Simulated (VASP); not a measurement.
# Au (P6_3/mmc) in VASP: notebook

Au is run at these levels: LDA; tasks: electric field gradients.

All numbers are computed with VASP 6.6.1; they aren't measurements. Logs are shortened: lines on timing, memory, paths and dates and some standing lists are left out, and cuts for length are marked.

## 1. The cell of the first run

The structure is hexagonal, space group P6_3/mmc (No. 194). Conventional cell: a = 2.957 Å, b = 2.957 Å, c = 4.976 Å, α = 90.00°, β = 90.00°, γ = 120.00°. Within 3.9 Å of Au (site symmetry -6m2) lie 12 Au at 2.96 to 3.02 Å.

This isn't the form of Au at room conditions, which is fcc.

## 2. Electric field gradients, LDA (18.84 Å³/atom)

INCAR reads:

```
SYSTEM = Au
PREC = Accurate ; ENCUT = 520
EDIFF = 1E-8 ; ISMEAR = -1
SIGMA = 0.03 ; LREAL = .FALSE.
LASPH = .TRUE. ; NELM = 60
ALGO = Normal ; ISIF = 2
LWAVE = .FALSE. ; LCHARG = .FALSE.
GGA = CA ; LEFG = .TRUE.
NBANDS = 18
```

KPOINTS reads:

```
Automatic mesh
0
G
  14 14 8
  0 0 0
```

POSCAR reads:

```
Au
1.0
    2.9568755643      0.0000000000      0.0000000000
   -1.4784377821      2.5607293545      0.0000000000
    0.0000000000      0.0000000000      4.9757105734
Au
2
Direct
    0.3333333333      0.6666666667      0.7500000000
    0.6666666667      0.3333333333      0.2500000000
```

Potentials or basis: VASP PAW LDA potentials, release 64 (Au).

Started as:

```bash
> cat potpaw_LDA.64/Au/POTCAR > POTCAR
> mpirun -np 1 vasp_std > vasp.out
```

OUTCAR:

```text
SYSTEM = Au
   PREC = Accurate
   ENCUT = 520
   EDIFF = 1E-8
   ISMEAR = -1
   LREAL = .FALSE.
   LASPH = .TRUE.
   NELM = 60
   ISIF = 2
   GGA = CA

 ion  position               nearest neighbor table
   1  0.333  0.667  0.750-   2 3.02   2 3.02   2 3.02   2 3.02   2 3.02   2 3.02
   2  0.667  0.333  0.250-   1 3.02   1 3.02   1 3.02   1 3.02   1 3.02   1 3.02

  LATTYP: Found a hexagonal cell.
 ALAT       =     2.9568755643
 C/A-ratio  =     1.6827595430

  Lattice vectors:

 A1 = (   2.9568755643,   0.0000000000,   0.0000000000)
 A2 = (  -1.4784377821,   2.5607293545,   0.0000000000)
 A3 = (   0.0000000000,   0.0000000000,   4.9757105734)

Analysis of symmetry for initial positions (statically):
=====================================================================
 Subroutine PRICEL returns:
 Original cell was already a primitive cell.

 Routine SETGRP: Setting up the symmetry group for a
 hexagonal supercell.

 Subroutine GETGRP returns: Found 24 space group operations
 (whereof 12 operations were pure point group operations)
 out of a pool of 24 trial point group operations.

The static configuration has the point symmetry D_3d.
 The point group associated with its full space group is D_6h.

Analysis of symmetry for dynamics (positions and initial velocities):
=====================================================================
 Subroutine PRICEL returns:
 Original cell was already a primitive cell.

 Routine SETGRP: Setting up the symmetry group for a
 hexagonal supercell.

 Subroutine GETGRP returns: Found 24 space group operations
 (whereof 12 operations were pure point group operations)
 out of a pool of 24 trial point group operations.

The dynamic configuration has the point symmetry D_3d.
 The point group associated with its full space group is D_6h.

 Subroutine INISYM returns: Found 24 space group operations
 (whereof 12 operations are pure point group operations),
 and found     1 'primitive' translations

----------------------------------------------------------------------------------------

                                     Primitive cell

  volume of cell :      37.6749

  direct lattice vectors                    reciprocal lattice vectors
     2.956875564  0.000000000  0.000000000     0.338194820  0.195256871  0.000000000
    -1.478437782  2.560729354  0.000000000     0.000000000  0.390513741  0.000000000
     0.000000000  0.000000000  4.975710573     0.000000000  0.000000000  0.200976320

  length of vectors
     2.956875564  2.956875564  4.975710573     0.390513741  0.390513741  0.200976320

  position of ions in fractional coordinates (direct lattice)
     0.333333333  0.666666667  0.750000000
     0.666666667  0.333333333  0.250000000

  ion indices of the primitive-cell ions
   primitive index   ion index
                 1           1
                 2           2

----------------------------------------------------------------------------------------

 KPOINTS: Automatic mesh

Automatic generation of k-mesh.
 Grid dimensions read from file:
 generate k-points for:   14   14    8

 Generating k-lattice:

  Cartesian coordinates                     Fractional coordinates (reciprocal lattice)
     0.024156773  0.013946919  0.000000000     0.071428571  0.000000000  0.000000000
     0.000000000  0.027893839  0.000000000     0.000000000  0.071428571  0.000000000
     0.000000000  0.000000000  0.025122040     0.000000000  0.000000000  0.125000000

  Length of vectors
     0.027893839  0.027893839  0.025122040

  Shift w.r.t. Gamma in fractional coordinates (k-lattice)
     0.000000000  0.000000000  0.000000000

 Subroutine IBZKPT returns following result:
 ===========================================

 Found    120 irreducible k-points:

 Following reciprocal coordinates:
            Coordinates               Weight
  0.000000  0.000000  0.000000      1.000000
  0.071429  0.000000  0.000000      6.000000
  0.142857 -0.000000  0.000000      6.000000
  0.214286 -0.000000  0.000000      6.000000
  0.285714  0.000000  0.000000      6.000000
  0.357143 -0.000000  0.000000      6.000000
[... 16 lines left out ...]
  0.285714  0.285714  0.000000      6.000000
  0.357143  0.285714  0.000000      6.000000
 [... further k-points ...]
   k-points           NKPTS =    120   k-points in BZ     NKDIM =    120   number of bands    NBANDS=     18
   number of dos      NEDOS =    301   number of ions     NIONS =      2
   total plane-waves  NPLWV =  23040
   dimension x,y,z NGX =    24 NGY =   24 NGZ =   40
   dimension x,y,z NGXF=    48 NGYF=   48 NGZF=   80
   ions per type =               2
   NGX,Y,Z   is equivalent  to a cutoff of  13.49, 13.49, 13.36 a.u.
   NGXF,Y,Z  is equivalent  to a cutoff of  26.99, 26.99, 26.73 a.u.
 SYSTEM =  Au
   PREC   = accura    normal or accurate (medium, high low for compatibility)
   ISTART =      0    job   : 0-new  1-cont  2-samecut
   ICHARG =      2    charge: 1-file 2-atom 10-const
   ISPIN  =      1    spin polarized calculation?
   LNONCOLLINEAR =      F non collinear calculations
   LSORBIT =      F    spin-orbit coupling
   LASPH  =      T    aspherical Exc in radial PAW
   ENCUT  =  520.0 eV  38.22 Ry    6.18 a.u.   5.50  5.50  9.25*2*pi/ulx,y,z
   NELM   =     60;   NELMIN=  2; NELMDL= -5     # of ELM steps
   EDIFF  = 0.1E-07   stopping-criterion for ELM
   LREAL  =      F    real-space projection
   EDIFFG = 0.1E-06   stopping-criterion for IOM
   NSW    =      0    number of steps for IOM
   IBRION =     -1    ionic relax: 0-MD 1-quasi-New 2-CG
   NFREE  =      0    steps in history (QN), initial steepest desc. (CG)
   ISIF   =      2    stress and relaxation
   ISYM   =      2    0-nonsym 1-usesym 2-fastsym
   POTIM  = 0.5000    time-step for ionic-motion
   TEBEG  =    0.0;   TEEND  =   0.0 temperature during run
   PSTRESS=    0.0 pullay stress
   NELECT =      22.0000    total number of electrons
   NUPDOWN=      -1.0000    fix difference up-down
   EMIN   =  10.00;   EMAX   =-10.00  energy-range for DOS
   EFERMI =   0.00;   METHOD = LEGACY
   ISMEAR =    -1;   SIGMA  =   0.03  broadening in eV -4-tet -1-fermi 0-gaus
   EFERMI_NEDOS =   21; number of points for ismear=-14 and -15
   IALGO  =     38    algorithm
   IMIX   =      4    mixing-type and parameters
     AMIX     =   0.40;   BMIX     =  1.00
     AMIX_MAG =   1.60;   BMIX_MAG =  1.00
  volume/ion in A,a.u.               =      18.84       127.12
  Fermi-wavevector in a.u.,A,eV,Ry     =   1.368354  2.585814 25.475446  1.872392
  Thomas-Fermi vector in A             =   2.494325
   LORBIT       =      0    0 simple, 1 ext, 2 COOP (PROOUT), +10 PAW based schemes
   GGA     = CA    functional components
   LHFCALC =     F    Hartree Fock is set to
   AEXX    =    0.0000 exact exchange contribution
   IVDW    =     0    specifies the selected vdW correction
   LEPSILON=     F    determine dielectric tensor
   LRPA    =     F    only Hartree local field effects (RPA)
 non-spin polarized calculation
  energy-cutoff  :      520.00
  volume of cell :       37.67
 maximum number of plane-waves:      1051
 NGX is ok and might be reduce to    24
   NGX = 11   NGY = 11   NGZ = 19

 number of electron      21.9999997 magnetization

 Free energy of the ion-electron system (eV)
  ---------------------------------------------------
  ext. energy  EPLUGINS =         0.00000000
  ---------------------------------------------------
  free energy    TOTEN  =        -8.60964566 eV

  energy without entropy =       -8.60595821  energy(sigma->0) =       -8.60780194

 E-fermi :   7.6383     XC(G=0): -12.4087

 val. band max:        7.6259752765   @ k =   0.2857   0.2143   0.2500
 cond. band min:       7.6608576763   @ k =   0.2143   0.0714   0.2500
 fundamental gap:      0.0348823998
 Fermi energy:         7.6382548165

 k-point     1 :       0.0000    0.0000    0.0000
  band No.  band energies     occupation
      1      -1.2250      2.00000
      2       1.0979      2.00000
      3       3.3158      2.00000
      4       3.5707      2.00000
      5       3.5707      2.00000
      6       3.8290      2.00000
[... 10 lines left out ...]
     17      25.0940      0.00000
     18      25.0940      0.00000

 k-point     2 :       0.0714    0.0000    0.0000
  band No.  band energies     occupation
      1      -1.0763      2.00000
      2       1.2192      2.00000
      3       3.2733      2.00000
      4       3.6052      2.00000
      5       3.6643      2.00000
      6       3.7817      2.00000
[... 10 lines left out ...]
     17      24.3008      0.00000
     18      24.9737      0.00000
[... 442 lines left out ...]
 k-point    24 :       0.3571    0.2857    0.0000
  band No.  band energies     occupation
      1       2.2351      2.00000
      2       2.5983      2.00000
      3       2.6481      2.00000
      4       3.2298      2.00000
      5       3.4241      2.00000
      6       3.5386      2.00000
[... 10 lines left out ...]
     17      18.0116      0.00000
     18      18.2874      0.00000

 [... further k-points ...]
[... 5 lines left out ...]
  --------------------------------------------------------------------------------------
  -------------------------------------------------------------------------------------
  Total       -3.9029585     -3.9029585     -3.7603331     -0.0000000      0.0000000     -0.0000000
  in kB     -165.9788232   -165.9788232   -159.9134738     -0.0000000      0.0000000     -0.0000000
  external PRESSURE =    -163.9570401 kB  Pullay stress =       0.0000000 kB

 VOLUME and BASIS-vectors are now :
 -----------------------------------------------------------------------------
  energy-cutoff  :      520.00
  volume of cell :       37.67
      direct lattice vectors                 reciprocal lattice vectors
     2.956875564  0.000000000  0.000000000     0.338194820  0.195256871  0.000000000
    -1.478437782  2.560729354  0.000000000     0.000000000  0.390513741  0.000000000
     0.000000000  0.000000000  4.975710573     0.000000000  0.000000000  0.200976320

 POSITION                                       TOTAL-FORCE (eV/Angst)
 -----------------------------------------------------------------------------------
     -0.00000      1.70715      3.73178         0.000000      0.000000      0.000000
      1.47844      0.85358      1.24393        -0.000000     -0.000000      0.000000
 -----------------------------------------------------------------------------------
    total drift:                               -0.000000      0.000000     -0.000000

  FREE ENERGIE OF THE ION-ELECTRON SYSTEM (eV)
  ---------------------------------------------------
  free  energy   TOTEN  =        -8.6096456592 eV

  energy  without entropy=       -8.6059582131  energy(sigma->0) =       -8.60780194

 Electric field gradients (V/A^2)
---------------------------------------------------------------------
 ion       V_xx      V_yy      V_zz      V_xy      V_xz      V_yz
---------------------------------------------------------------------
   1      -9.073    -9.072    18.145     0.000     0.000    -0.000
   2      -9.073    -9.072    18.145     0.000    -0.000     0.000
---------------------------------------------------------------------

 Electric field gradients after diagonalization (V/A^2)
 (convention: |V_zz| > |V_xx| > |V_yy|)
----------------------------------------------------------------------
 ion       V_xx      V_yy      V_zz     asymmetry (V_yy - V_xx)/ V_zz
----------------------------------------------------------------------
   1      -9.073    -9.072    18.145       0.000
   2      -9.073    -9.072    18.145       0.000
----------------------------------------------------------------------

           NMR quadrupolar parameters

 Cq : quadrupolar parameter    Cq=e*Q*V_zz/h
 eta: asymmetry parameters     (V_yy - V_xx)/ V_zz
 Q  : nuclear electric quadrupole moment in mb (millibarn)
----------------------------------------------------------------------
 ion       Cq(MHz)       eta       Q (mb)
----------------------------------------------------------------------
   1       0.044       0.000       1.000
   2       0.044       0.000       1.000
----------------------------------------------------------------------
```

It took 50 s on 1 thread of Intel Xeon 8259CL, shared host; peak memory 0.19 GiB.

Results:

```yaml
Free_energy: -8.6096 eV
Pressure: -16.4 GPa
Band_gap_on_the_k_mesh: zero (bands 11 and 12 overlap by 5.98 eV)
Largest_electric_field_gradient_by_atom: Au +18.1 V/Å²
```

Stress tensor (GPa, compression positive):
```
-16.60   0.00   0.00
  0.00 -16.60   0.00
  0.00   0.00 -15.99
```

Electric field gradients, principal values (V/Å²):
| atom | least | middle | greatest (by size) |
| --- | --- | --- | --- |
| 1 Au | -9.072 | -9.073 | 18.145 |
| 2 Au | -9.072 | -9.073 | 18.145 |

Caveat: the cell stands under tension; without QUAD_EFG the Cq values of the log hold for a quadrupole moment of 1 mb, not for the nuclei; spin-orbit coupling is left out, which moves the levels of the heavy elements.

## 3. Electric field gradients, LDA (18.84 Å³/atom)

INCAR reads:

```
ALGO = Normal ; EDIFF = 1E-8
ENCUT = 520 ; GGA = CA
ISIF = 2 ; ISMEAR = -1
LASPH = True ; LCHARG = False
LEFG = True ; LREAL = False
LWAVE = False ; NBANDS = 18
NELM = 60 ; PREC = Accurate
SIGMA = 0.03
```

KPOINTS reads:

```
k-points
0
Gamma
  14 14 8
```

POSCAR is that of step 2.

Potentials or basis: VASP PAW LDA potentials, release 64 (Au).

Started as:

```bash
> cat potpaw_LDA.64/Au/POTCAR > POTCAR
> mpirun -np 1 vasp_std > vasp.out
```

OUTCAR:

```text
EDIFF = 1E-8
   ENCUT = 520
   GGA = CA
   ISIF = 2
   ISMEAR = -1
   LASPH = True
   LREAL = False
   NELM = 60
   PREC = Accurate

 ion  position               nearest neighbor table
   1  0.333  0.667  0.750-   2 3.02   2 3.02   2 3.02   2 3.02   2 3.02   2 3.02
   2  0.667  0.333  0.250-   1 3.02   1 3.02   1 3.02   1 3.02   1 3.02   1 3.02

  LATTYP: Found a hexagonal cell.
 ALAT       =     2.9568755643
 C/A-ratio  =     1.6827595430

  Lattice vectors:

 A1 = (   2.9568755643,   0.0000000000,   0.0000000000)
 A2 = (  -1.4784377821,   2.5607293545,   0.0000000000)
 A3 = (   0.0000000000,   0.0000000000,   4.9757105734)

Analysis of symmetry for initial positions (statically):
=====================================================================
 Subroutine PRICEL returns:
 Original cell was already a primitive cell.

 Routine SETGRP: Setting up the symmetry group for a
 hexagonal supercell.

 Subroutine GETGRP returns: Found 24 space group operations
 (whereof 12 operations were pure point group operations)
 out of a pool of 24 trial point group operations.

The static configuration has the point symmetry D_3d.
 The point group associated with its full space group is D_6h.

Analysis of symmetry for dynamics (positions and initial velocities):
=====================================================================
 Subroutine PRICEL returns:
 Original cell was already a primitive cell.

 Routine SETGRP: Setting up the symmetry group for a
 hexagonal supercell.

 Subroutine GETGRP returns: Found 24 space group operations
 (whereof 12 operations were pure point group operations)
 out of a pool of 24 trial point group operations.

The dynamic configuration has the point symmetry D_3d.
[... 151 lines left out ...]
 cond. band min:       7.6608576763   @ k =   0.2143   0.0714   0.2500
 fundamental gap:      0.0348823998
 Fermi energy:         7.6382548165

 k-point     1 :       0.0000    0.0000    0.0000
  band No.  band energies     occupation
      1      -1.2250      2.00000
      2       1.0979      2.00000
      3       3.3158      2.00000
      4       3.5707      2.00000
      5       3.5707      2.00000
      6       3.8290      2.00000
[... 481 lines left out ...]
      5       3.4241      2.00000
      6       3.5386      2.00000
[... 10 lines left out ...]
     17      18.0116      0.00000
     18      18.2874      0.00000

 [... further k-points ...]
[... 5 lines left out ...]
  --------------------------------------------------------------------------------------
  -------------------------------------------------------------------------------------
  Total       -3.9029585     -3.9029585     -3.7603331     -0.0000000      0.0000000     -0.0000000
  in kB     -165.9788232   -165.9788232   -159.9134738     -0.0000000      0.0000000     -0.0000000
  external PRESSURE =    -163.9570401 kB  Pullay stress =       0.0000000 kB

 VOLUME and BASIS-vectors are now :
 -----------------------------------------------------------------------------
  energy-cutoff  :      520.00
  volume of cell :       37.67
      direct lattice vectors                 reciprocal lattice vectors
     2.956875564  0.000000000  0.000000000     0.338194820  0.195256871  0.000000000
    -1.478437782  2.560729354  0.000000000     0.000000000  0.390513741  0.000000000
     0.000000000  0.000000000  4.975710573     0.000000000  0.000000000  0.200976320

 POSITION                                       TOTAL-FORCE (eV/Angst)
 -----------------------------------------------------------------------------------
     -0.00000      1.70715      3.73178         0.000000      0.000000      0.000000
      1.47844      0.85358      1.24393        -0.000000     -0.000000      0.000000
 -----------------------------------------------------------------------------------
    total drift:                               -0.000000      0.000000     -0.000000

  FREE ENERGIE OF THE ION-ELECTRON SYSTEM (eV)
  ---------------------------------------------------
  free  energy   TOTEN  =        -8.6096456592 eV

  energy  without entropy=       -8.6059582131  energy(sigma->0) =       -8.60780194

 Electric field gradients (V/A^2)
---------------------------------------------------------------------
 ion       V_xx      V_yy      V_zz      V_xy      V_xz      V_yz
---------------------------------------------------------------------
   1      -9.073    -9.072    18.145     0.000     0.000    -0.000
   2      -9.073    -9.072    18.145     0.000    -0.000     0.000
---------------------------------------------------------------------

 Electric field gradients after diagonalization (V/A^2)
 (convention: |V_zz| > |V_xx| > |V_yy|)
----------------------------------------------------------------------
 ion       V_xx      V_yy      V_zz     asymmetry (V_yy - V_xx)/ V_zz
----------------------------------------------------------------------
   1      -9.073    -9.072    18.145       0.000
   2      -9.073    -9.072    18.145       0.000
----------------------------------------------------------------------

           NMR quadrupolar parameters

 Cq : quadrupolar parameter    Cq=e*Q*V_zz/h
 eta: asymmetry parameters     (V_yy - V_xx)/ V_zz
 Q  : nuclear electric quadrupole moment in mb (millibarn)
----------------------------------------------------------------------
 ion       Cq(MHz)       eta       Q (mb)
----------------------------------------------------------------------
   1       0.044       0.000       1.000
   2       0.044       0.000       1.000
----------------------------------------------------------------------
```

OSZICAR:

```text
N       E                     dE             d eps       ncg     rms          rms(c)
DAV:   1     0.120014254185E+03    0.12001E+03   -0.11566E+04  4328   0.117E+03
DAV:   2    -0.713595456156E+01   -0.12715E+03   -0.12080E+03  4570   0.255E+02
DAV:   3    -0.924886452566E+01   -0.21129E+01   -0.20997E+01  5158   0.332E+01
DAV:   4    -0.925799435326E+01   -0.91298E-02   -0.91285E-02  4792   0.228E+00
DAV:   5    -0.925807737638E+01   -0.83023E-04   -0.83022E-04  4792   0.234E-01    0.100E+01
DAV:   6    -0.864251289984E+01    0.61556E+00   -0.13092E+00  4472   0.101E+01    0.666E+00
DAV:   7    -0.861482909646E+01    0.27684E-01   -0.51677E-02  4830   0.193E+00    0.342E+00
DAV:   8    -0.860963988474E+01    0.51892E-02   -0.28125E-03  4524   0.460E-01    0.255E-01
DAV:   9    -0.860964361171E+01   -0.37270E-05   -0.14879E-05  4958   0.315E-02    0.172E-02
DAV:  10    -0.860964571194E+01   -0.21002E-05   -0.18234E-06  4802   0.126E-02    0.885E-03
DAV:  11    -0.860964565787E+01    0.54068E-07   -0.36430E-08  4658   0.123E-03    0.502E-04
DAV:  12    -0.860964565916E+01   -0.12888E-08   -0.81497E-10  2600   0.228E-04
   1 F= -.86096457E+01 E0= -.86078019E+01  d E =-.368745E-02
```

Wall time 44 s (1 thread of Intel Xeon 8259CL, shared host); peak memory 0.19 GiB.

What came out:

* Free energy: -8.6096 eV
* Pressure: -16.4 GPa
* Band gap on the k mesh: zero (bands 11 and 12 overlap by 5.98 eV)
* Largest electric field gradient by atom: Au +18.1 V/Å²

Electric field gradients, principal values (V/Å²):
| atom | least | middle | greatest (by size) |
| --- | --- | --- | --- |
| 1 Au | -9.072 | -9.073 | 18.145 |
| 2 Au | -9.072 | -9.073 | 18.145 |

Caveat: the cell stands under tension; without QUAD_EFG the Cq values of the log hold for a quadrupole moment of 1 mb, not for the nuclei; spin-orbit coupling is left out, which moves the levels of the heavy elements.

[end of part 1 of 2]
